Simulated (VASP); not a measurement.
Runs of VASP 6.6.1 on Pd. The structure is that of space group Fm-3m (No. 225), or close to it. The cells are those of the table. 

```tsv
cell	gap on the mesh (eV)	pressure (GPa)
a = 2.971 Å, angles 60.0°, 1 atom	none	(a)
a = 2.861 Å, angles 60.0°, 1 atom	none	(b)
a = 2.640 Å, angles 60.0°, 1 atom	none	30.2
a = 2.916, b = 2.916, c = 2.971 Å, angles 59.4, 59.4, 61.2°, 1 atom	none	-23.7
a = 2.586, b = 2.586, c = 2.530 Å, angles 60.7, 60.7, 58.6°, 1 atom	none	67.6
```

Alike in all rows: task single point; level PBEsol; potentials or basis VASP PAW PBE potentials, release 64 (Pd); no spin polarisation; k mesh 20 × 20 × 20; cutoff (eV) 520; smearing gaussian 0.15 eV.

Problem. Estimate the missing entries.

Solution. (a) -25.2; (b) -18.6.

Caveats: the PAW data sets were made with another functional, which shifts forces and pressure a little; the cell stands under tension (at least some runs); the cell stands under pressure (at least some runs).

A k mesh can miss the band edges, and the runs leave out spin-orbit coupling on Pd.

A gap of «none» marks levels without a gap at the run's occupations.
